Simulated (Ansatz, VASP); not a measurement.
## One calculation of Ir, two programs

```
Ir
1.0
     2.70333    0.00000    0.00000
    -1.35167    2.34115    0.00000
     0.00000    0.00000    4.38698
Ir
2
Direct
  0.66667 0.33333 0.75000
  0.33333 0.66667 0.25000
```

Alike in both runs: functional LDA; k mesh 9 × 9 × 4; occupations gaussian, width 0.1 eV; no spin polarisation.

Ansatz relaxed the structure, and its values are those at the end. VASP's run is a single point on that final structure, the one shown.

```csv
,VASP,Ansatz
version,VASP 6.6.1,Ansatz 0.2.0
potentials or method,"VASP PAW LDA potentials, release 64 (Ir), cutoff 500 eV","scalar-relativistic, plane waves, PAW"
valence electrons in the cell,18,34
```

|  | VASP | Ansatz | Ansatz less VASP |
| --- | --- | --- | --- |
| gap on the k mesh at the Fermi level (eV) | none | none | - |
| pressure (GPa) | 2.5 | 0.0 | -2.55 |

LDA's correlation is that of Perdew and Zunger in VASP and of Perdew and Wang (1992) in Ansatz. A gap of «none» marks a metal or a gap that the smearing closes. VASP's potentials hold 18 valence electrons a cell and Ansatz's 34, so a difference there can come from the potentials and not from the codes.

Spin-orbit coupling is off throughout.
